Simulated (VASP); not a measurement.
# Cu12HF in VASP: notebook

The runs below take Cu12HF through single point, with PBE+D3(BJ).

Program: VASP 6.6.1. These are calculated values, not measurements. Logs are shortened: lines on timing, memory, paths and dates and some standing lists are left out, and cuts for length are marked.

### 1 The cell of the first run

The cell holds a slab with vacuum, 14 atoms: a = 5.105 Å, b = 5.105 Å, c = 17.168 Å, α = 90.00°, β = 90.00°, γ = 60.00°.

### 2 Single point, PBE+D3(BJ)

File INCAR:

```
ALGO = Normal
EDIFF = 1E-7
ENCUT = 520
GGA = PE
ISIF = 2
ISMEAR = -1
IVDW = 12
LASPH = T
LCHARG = F
LREAL = F
LWAVE = F
NBANDS = 83
NELM = 100
PREC = Accurate
SIGMA = 0.15
```

File KPOINTS:

```
k-points
0
Gamma
  4 4 1
```

File POSCAR:

```
Cu12HF
1.0
    5.1053110000      0.0000000000      0.0000000000
    2.5526550000      4.4213290000      0.0000000000
    0.0000000000      0.0000000000     17.1684690000
Cu F H
12 1 1
Direct
    0.1666667508      0.1666666290      0.0582463119
    0.6666666529      0.1666666290      0.0582463119
    0.1666665963      0.6666667421      0.0582463119
    0.6666666943      0.6666667421      0.0582463119
   -0.1664646978      0.3338500709      0.1770861455
    0.3326399136      0.3335071875      0.1772884932
   -0.1667568716      0.8331187297      0.1773760957
    0.3332033203      0.8338124125      0.1771876106
   -0.0007222161      0.0008673863      0.2958288243
    0.4997748572      0.0004281518      0.2964937060
    0.0000231599      0.5006374780      0.2967570958
    0.4996720332      0.5000851554      0.2955422525
    0.9315568551      0.4466046295      0.4573809115
    0.8317997787      0.3673784511      0.4274252410
```

Potentials or basis: VASP PAW PBE potentials, release 64 (Cu, F, H).

On the command line:

```console
$ cat potpaw_PBE.64/Cu/POTCAR potpaw_PBE.64/F/POTCAR potpaw_PBE.64/H/POTCAR > POTCAR
$ mpirun -np 1 vasp_std > vasp.out
```

OUTCAR:

```text
EDIFF = 1E-7
   ENCUT = 520
   GGA = PE
   ISIF = 2
   ISMEAR = -1
   IVDW = 12
   LASPH = T
   LREAL = F
   NELM = 100
   PREC = Accurate
 IVDW          = 12

 ion  position               nearest neighbor table
   1  0.167  0.167  0.058-   5 2.52   8 2.52   6 2.52   2 2.55   3 2.55   4 2.55   3 2.55   2 2.55
                             4 2.55
   2  0.667  0.167  0.058-   5 2.52   7 2.52   6 2.52   4 2.55   1 2.55   3 2.55   1 2.55   4 2.55
                             3 2.55
   3  0.167  0.667  0.058-   8 2.52   6 2.52   7 2.52   4 2.55   2 2.55   1 2.55   1 2.55   4 2.55
                             2 2.55
   4  0.667  0.667  0.058-   5 2.52   8 2.52   7 2.52   2 2.55   3 2.55   1 2.55   3 2.55   1 2.55
                             2 2.55
   5  0.834  0.334  0.177-  12 2.51   9 2.51   4 2.52   1 2.52   2 2.52  11 2.53   6 2.55   7 2.55
                             8 2.55   8 2.55   7 2.56   6 2.56
   6  0.333  0.334  0.177-  12 2.51   1 2.52   3 2.52  10 2.52   2 2.52  11 2.52   5 2.55   8 2.55
                             7 2.55   7 2.56   8 2.56   5 2.56
   7  0.833  0.833  0.177-   9 2.51   4 2.52  10 2.52   3 2.52   2 2.52  11 2.52   5 2.55   6 2.55
                             8 2.55   8 2.55   6 2.56   5 2.56
   8  0.333  0.834  0.177-  12 2.51   9 2.52   1 2.52   4 2.52   3 2.52  10 2.52   6 2.55   7 2.55
                             5 2.55   5 2.55   7 2.55   6 2.56
   9  0.999  0.001  0.296-   7 2.51   5 2.51   8 2.52  12 2.55  10 2.55  11 2.55  11 2.55  10 2.55
                            12 2.56
  10  0.500  0.000  0.296-   7 2.52   6 2.52   8 2.52  12 2.55   9 2.55  11 2.55  11 2.55   9 2.55
                            12 2.55
  11  0.000  0.501  0.297-   7 2.52   6 2.52   5 2.53  12 2.55   9 2.55  10 2.55  10 2.55   9 2.55
                            12 2.56
  12  0.500  0.500  0.296-   6 2.51   8 2.51   5 2.51  11 2.55   9 2.55  10 2.55  10 2.55   9 2.56
                            11 2.56
  13  0.932  0.447  0.457-  14 0.95
  14  0.832  0.367  0.427-  13 0.95

  LATTYP: Found a hexagonal cell.
 ALAT       =     5.1053107325
 C/A-ratio  =     3.3628646520

  Lattice vectors:

 A1 = (  -2.5526550000,  -4.4213290000,   0.0000000000)
 A2 = (   5.1053110000,   0.0000000000,   0.0000000000)
 A3 = (   0.0000000000,   0.0000000000,  17.1684690000)

Analysis of symmetry for initial positions (statically):
=====================================================================
 Subroutine PRICEL returns:
 Original cell was already a primitive cell.

 Routine SETGRP: Setting up the symmetry group for a
 hexagonal supercell.

 Subroutine GETGRP returns: Found  1 space group operations
 (whereof  1 operations were pure point group operations)
 out of a pool of 24 trial point group operations.

The static configuration has the point symmetry C_1 .

Analysis of symmetry for dynamics (positions and initial velocities):
=====================================================================
 Subroutine PRICEL returns:
 Original cell was already a primitive cell.

 Routine SETGRP: Setting up the symmetry group for a
 hexagonal supercell.

 Subroutine GETGRP returns: Found  1 space group operations
 (whereof  1 operations were pure point group operations)
 out of a pool of 24 trial point group operations.

The dynamic configuration has the point symmetry C_1 .

 Subroutine INISYM returns: Found  1 space group operations
 (whereof  1 operations are pure point group operations),
 and found     1 'primitive' translations

----------------------------------------------------------------------------------------

                                     Primitive cell

  volume of cell :     387.5311

  direct lattice vectors                    reciprocal lattice vectors
     5.105311000  0.000000000  0.000000000     0.195874453 -0.113088147  0.000000000
     2.552655000  4.421329000  0.000000000     0.000000000  0.226176337  0.000000000
     0.000000000  0.000000000 17.168469000     0.000000000  0.000000000  0.058246312

  length of vectors
     5.105311000  5.105310732 17.168469000     0.226176326  0.226176337  0.058246312

  position of ions in fractional coordinates (direct lattice)
[... 44 lines left out ...]
     0.000000000  0.056544084  0.000000000     0.000000000  0.250000000  0.000000000
     0.000000000  0.000000000  0.058246312     0.000000000  0.000000000  1.000000000

  Length of vectors
     0.056544081  0.056544084  0.058246312

  Shift w.r.t. Gamma in fractional coordinates (k-lattice)
     0.000000000  0.000000000  0.000000000

 Subroutine IBZKPT returns following result:
 ===========================================

 Found     10 irreducible k-points:

 Following reciprocal coordinates:
            Coordinates               Weight
  0.000000  0.000000  0.000000      1.000000
  0.250000  0.000000  0.000000      2.000000
  0.250000  0.250000  0.000000      2.000000
  0.000000  0.250000  0.000000      2.000000
  0.500000  0.000000  0.000000      1.000000
  0.500000  0.500000  0.000000      1.000000
  0.000000  0.500000  0.000000      1.000000
  0.500000  0.250000  0.000000      2.000000
  0.250000  0.500000  0.000000      2.000000
 -0.250000  0.250000  0.000000      2.000000
   k-points           NKPTS =     10   k-points in BZ     NKDIM =     10   number of bands    NBANDS=     83
   number of dos      NEDOS =    301   number of ions     NIONS =     14
   total plane-waves  NPLWV = 204800
   dimension x,y,z NGX =    40 NGY =   40 NGZ =  128
   dimension x,y,z NGXF=    80 NGYF=   80 NGZF=  256
   ions per type =              12   1   1
   NGX,Y,Z   is equivalent  to a cutoff of  13.03, 13.03, 12.39 a.u.
   NGXF,Y,Z  is equivalent  to a cutoff of  26.05, 26.05, 24.79 a.u.
 SYSTEM =  unknown system
   PREC   = accura    normal or accurate (medium, high low for compatibility)
   ISTART =      0    job   : 0-new  1-cont  2-samecut
   ICHARG =      2    charge: 1-file 2-atom 10-const
   ISPIN  =      1    spin polarized calculation?
   LNONCOLLINEAR =      F non collinear calculations
   LSORBIT =      F    spin-orbit coupling
   LASPH  =      T    aspherical Exc in radial PAW
   ENCUT  =  520.0 eV  38.22 Ry    6.18 a.u.   9.49  9.49 31.92*2*pi/ulx,y,z
   NELM   =    100;   NELMIN=  2; NELMDL= -5     # of ELM steps
   EDIFF  = 0.1E-06   stopping-criterion for ELM
   LREAL  =      F    real-space projection
   EDIFFG = 0.1E-05   stopping-criterion for IOM
   NSW    =      0    number of steps for IOM
   IBRION =     -1    ionic relax: 0-MD 1-quasi-New 2-CG
   NFREE  =      0    steps in history (QN), initial steepest desc. (CG)
   ISIF   =      2    stress and relaxation
   ISYM   =      2    0-nonsym 1-usesym 2-fastsym
   POTIM  = 0.5000    time-step for ionic-motion
   TEBEG  =    0.0;   TEEND  =   0.0 temperature during run
   PSTRESS=    0.0 pullay stress
   NELECT =     140.0000    total number of electrons
   NUPDOWN=      -1.0000    fix difference up-down
   EMIN   =  10.00;   EMAX   =-10.00  energy-range for DOS
   EFERMI =   0.00;   METHOD = LEGACY
   ISMEAR =    -1;   SIGMA  =   0.15  broadening in eV -4-tet -1-fermi 0-gaus
   EFERMI_NEDOS =   21; number of points for ismear=-14 and -15
   IALGO  =     38    algorithm
   IMIX   =      4    mixing-type and parameters
     AMIX     =   0.40;   BMIX     =  1.00
     AMIX_MAG =   1.60;   BMIX_MAG =  1.00
  volume/ion in A,a.u.               =      27.68       186.80
  Fermi-wavevector in a.u.,A,eV,Ry     =   1.165955  2.203336 18.496470  1.359452
  Thomas-Fermi vector in A             =   2.302475
   LORBIT       =      0    0 simple, 1 ext, 2 COOP (PROOUT), +10 PAW based schemes
   GGA     = PE    functional components
   LHFCALC =     F    Hartree Fock is set to
   AEXX    =    0.0000 exact exchange contribution
   IVDW    =    12    specifies the selected vdW correction
   LEPSILON=     F    determine dielectric tensor
   LRPA    =     F    only Hartree local field effects (RPA)
 non-spin polarized calculation
  energy-cutoff  :      520.00
  volume of cell :      387.53
 maximum number of plane-waves:     10467
 NGX is ok and might be reduce to    40
   NGX = 19   NGY = 19   NGZ = 63

 number of electron     140.0000008 magnetization

 Free energy of the ion-electron system (eV)
  ---------------------------------------------------
  ext. energy  EPLUGINS =         0.00000000
  ---------------------------------------------------
  free energy    TOTEN  =       -49.13377842 eV

  energy without entropy =      -48.72490410  energy(sigma->0) =      -48.92934126

 E-fermi :  -0.2676     XC(G=0):  -6.0775

 val. band max:       -0.2863605443   @ k =   0.5000   0.5000   0.0000
 cond. band min:      -0.2530054100   @ k =   0.0000   0.0000   0.0000
 fundamental gap:      0.0333551344
 Fermi energy:        -0.2675737885

 k-point     1 :       0.0000    0.0000    0.0000
  band No.  band energies     occupation
      1     -25.2240      2.00000
      2      -9.0029      2.00000
      3      -8.5866      2.00000
      4      -6.9588      2.00000
      5      -5.4885      2.00000
      6      -5.0908      2.00000
[... 839 lines left out ...]
     81       5.3367      0.00000
     82       6.0401      0.00000
 [bands above 82 left out]

------------------------ aborting loop because EDIFF is reached ----------------------------------------

 Edisp (eV)   -4.78431

 E8    (eV) :    -2.1290

  FORCE on cell =-STRESS in cart. coord.  units (eV):
  Direction    XX          YY          ZZ          XY          YZ          ZX
  --------------------------------------------------------------------------------------
  -------------------------------------------------------------------------------------
  Total      -6.03142    -6.15688     0.10458     0.08038     0.03072     0.10991
  in kB     -24.93583   -25.45453     0.43237     0.33232     0.12699     0.45441
  external pressure =      -16.65 kB  Pullay stress =        0.00 kB

 VOLUME and BASIS-vectors are now :
 -----------------------------------------------------------------------------
  energy-cutoff  :      520.00
  volume of cell :      387.53
      direct lattice vectors                 reciprocal lattice vectors
     5.105311000  0.000000000  0.000000000     0.195874453 -0.113088147  0.000000000
     2.552655000  4.421329000  0.000000000     0.000000000  0.226176337  0.000000000
     0.000000000  0.000000000 17.168469000     0.000000000  0.000000000  0.058246312

 POSITION                                       TOTAL-FORCE (eV/Angst)
 -----------------------------------------------------------------------------------
      1.27633      0.73689      1.00000        -0.004383     -0.001722     -0.033006
      3.82898      0.73689      1.00000         0.003603      0.002797      0.005848
      2.55265      2.94755      1.00000         0.003233      0.003067     -0.018727
      5.10531      2.94755      1.00000        -0.004088     -0.000723     -0.025726
      5.10766      1.47606      3.04030        -0.000510      0.000021     -0.000073
      2.54956      1.47454      3.04377         0.000600     -0.000312      0.000637
      6.38063      3.68349      3.04528        -0.000649      0.000360     -0.001178
      3.82954      3.68656      3.04204         0.000025     -0.000185     -0.000656
      5.10384      0.00384      5.07893        -0.001703     -0.000781      0.016273
      2.55260      0.00189      5.09034        -0.000538     -0.001465      0.020902
      1.27807      2.21348      5.09486         0.001168      0.002013      0.014358
      3.82753      2.21104      5.07401         0.002906      0.000098      0.022312
      5.89591      1.97459      7.85253         0.196724      0.096728      0.138414
      5.18439      1.62430      7.33824        -0.196389     -0.099897     -0.139377
 -----------------------------------------------------------------------------------
    total drift:                                0.000462     -0.000797      0.002402

  FREE ENERGIE OF THE ION-ELECTRON SYSTEM (eV)
  ---------------------------------------------------
  free  energy   TOTEN  =       -53.9180901459 eV

  energy  without entropy=      -53.5092158235  energy(sigma->0) =      -53.71365298
```

It took 17 min on 1 thread of Intel Xeon Platinum 8259CL at 2.50GHz (Skylake/Cascade Lake), shared host; peak memory 0.63 GiB.

Results:

```yaml
Free_energy: -53.9181 eV
Largest_force: 0.261 eV/Å
Band_gap_on_the_k_mesh: zero (bands 70 and 71 overlap by 0.06 eV)
Dispersion_energy_per_atom: -0.342 eV
```

Forces on the atoms (eV/Å):
```
Cu  -0.004 -0.002 -0.033
Cu   0.004  0.003  0.006
Cu   0.003  0.003 -0.019
Cu  -0.004 -0.001 -0.026
Cu  -0.001  0.000  0.000
Cu   0.001  0.000  0.001
Cu  -0.001  0.000 -0.001
Cu   0.000  0.000 -0.001
Cu  -0.002 -0.001  0.016
Cu  -0.001 -0.001  0.021
Cu   0.001  0.002  0.014
Cu   0.003  0.000  0.022
F    0.197  0.097  0.138
H   -0.196 -0.100 -0.139
```

### 3 Single point, PBE+D3(BJ)

File INCAR:

```
SYSTEM = Cu12HF
  PREC = Accurate
  ENCUT = 520
  EDIFF = 1E-6
  ISMEAR = -1
  SIGMA = 0.15
  LREAL = .FALSE.
  LASPH = .TRUE.
  NELM = 80
  ALGO = Normal
  ISIF = 2
  LWAVE = .FALSE.
  LCHARG = .FALSE.
  GGA = PE
  IVDW = 12
  NBANDS = 83
```

File KPOINTS:

```
regular mesh
0
G
  4 4 1
  0 0 0
```

File POSCAR:

```
Cu12HF
1.0
    5.1053110000      0.0000000000      0.0000000000
    2.5526550000      4.4213290000      0.0000000000
    0.0000000000      0.0000000000     17.1684690000
Cu F H
12 1 1
Direct
    0.1666667508      0.1666666290      0.0582463119
    0.6666666529      0.1666666290      0.0582463119
    0.1666665963      0.6666667421      0.0582463119
    0.6666666943      0.6666667421      0.0582463119
   -0.1667096652      0.3325975063      0.1770595270
    0.3322225868      0.3326345992      0.1772224419
   -0.1669309321      0.8325372303      0.1774031802
    0.3325120223      0.8335998068      0.1772576227
   -0.0012309654     -0.0009372747      0.2963366157
    0.4997421290     -0.0008289363      0.2966435155
   -0.0012954926      0.4990164722      0.2965404778
    0.4981393081      0.4994536711      0.2952471184
    0.9528465342      0.2585966799      0.4611468850
    0.7848203301      0.3314905993      0.4273383375
```

Potentials or basis: VASP PAW PBE potentials, release 64 (Cu, F, H).

On the command line:

```console
$ cat potpaw_PBE.64/Cu/POTCAR potpaw_PBE.64/F/POTCAR potpaw_PBE.64/H/POTCAR > POTCAR
$ mpirun -np 1 vasp_std > vasp.out
```

Wall time 25 min (1 thread of Oxide Virtual Turin-like, shared host); peak memory 0.6 GiB.

It converged, with:

| Quantity | Value |
| --- | --- |
| Free energy | -53.9082 eV |
| Largest force | 0.272 eV/Å |
| Band gap on the k mesh | zero (bands 70 and 71 overlap by 0.06 eV) |
| Dispersion energy per atom | -0.342 eV |

Forces in eV/Å, atoms in the order of the input:
```
Cu  -0.004 -0.002 -0.046
Cu  -0.005  0.001 -0.003
Cu   0.001 -0.003 -0.014
Cu  -0.007 -0.002 -0.009
Cu  -0.003  0.001  0.005
Cu   0.003 -0.004 -0.002
Cu  -0.002  0.005  0.001
Cu   0.001  0.000 -0.004
Cu   0.002 -0.004  0.008
Cu  -0.003 -0.004  0.021
Cu   0.003  0.010  0.010
Cu   0.004  0.005  0.033
F    0.193 -0.096  0.167
H   -0.185  0.093 -0.167
```

Levels at points of the mesh, in eV from the Fermi level:
| k point | band 67 | band 68 | band 69 | band 70 | band 71 | band 72 | band 73 | band 74 |
| --- | --- | --- | --- | --- | --- | --- | --- | --- |
| (0.00, 0.00, 0.00) | -1.38 | -0.03 | 0.02 | 0.02 | 0.03 | 1.14 | 1.15 | 1.17 |
| (0.50, 0.00, 0.00) | -1.52 | -1.51 | -0.02 | -0.02 | 0.30 | 0.44 | 1.14 | 1.16 |
| (0.50, 0.50, 0.00) | -1.51 | -1.51 | -0.03 | -0.02 | 0.31 | 0.42 | 1.14 | 1.16 |
| (0.00, 0.50, 0.00) | -1.51 | -1.51 | -0.02 | -0.02 | 0.32 | 0.41 | 1.14 | 1.17 |
